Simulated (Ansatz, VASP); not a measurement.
Tl: VASP beside Ansatz

File INCAR:

```
PREC = Accurate
ENCUT = 520
EDIFF = 1E-7
ISMEAR = 0
SIGMA = 0.15
LREAL = False
LASPH = True
NELM = 60
ALGO = Fast
ISIF = 2
LWAVE = False
LCHARG = True
GGA = PS
LELF = True
LVHAR = True
NBANDS = 12
```

File KPOINTS:

```
Automatic mesh
0
Gamma
  16 16 16
```

File POSCAR:

```
Tl
1.0
   -0.0968389262      2.4209731547      2.4209731547
    2.3241342285      0.0000000000      2.3241342285
    2.4209731547      2.4209731547     -0.0968389262
Tl
1
Direct
    0.0000000000      0.0000000000      0.0000000000
```

Input for Ansatz:

```yaml
crystal:
  lattice:
    - [-0.0968389262, 2.4209731547, 2.4209731547]
    - [2.3241342285, 0.0, 2.3241342285]
    - [2.4209731547, 2.4209731547, -0.0968389262]
  atoms:
    - { symbol: Tl, position: [0.0, 0.0, 0.0] }
basis:
  ecutwfc: 420
kpoints:
  mp_grid: { grid: [16, 16, 16] }
hamiltonian:
  xc: pbesol
scf:
  occupations: { method: gaussian, width: 0.15 }
output:
  forces: true
  stress: true
  eigenvalues: true
```

Change from the starting cell: engineering shear strain xz -0.0800, normal strain along z +0.0000.

Alike in both runs: task single point; functional PBEsol; k mesh 16 × 16 × 16; occupations gaussian, width 0.15 eV; no spin polarisation.

```csv
,VASP,Ansatz
version,VASP 6.6.1,Ansatz 0.2.0
potentials or method,"VASP PAW PBE potentials, release 64 (Tl_d), cutoff 520 eV","scalar-relativistic, plane waves, PAW"
valence electrons in the cell,13,13
```

```csv
,VASP,Ansatz,Ansatz less VASP
gap on the k mesh at the Fermi level (eV),none,none,-
pressure (GPa),0.1,0.1,+0.08
"traceless stress, the component that is largest in VASP (GPa)",0.93,0.94,+0.001
```

VASP's potentials were made for PBE, not for PBEsol. A gap of «none» marks a metal or a gap that the smearing closes.

Neither program's run includes spin-orbit coupling.
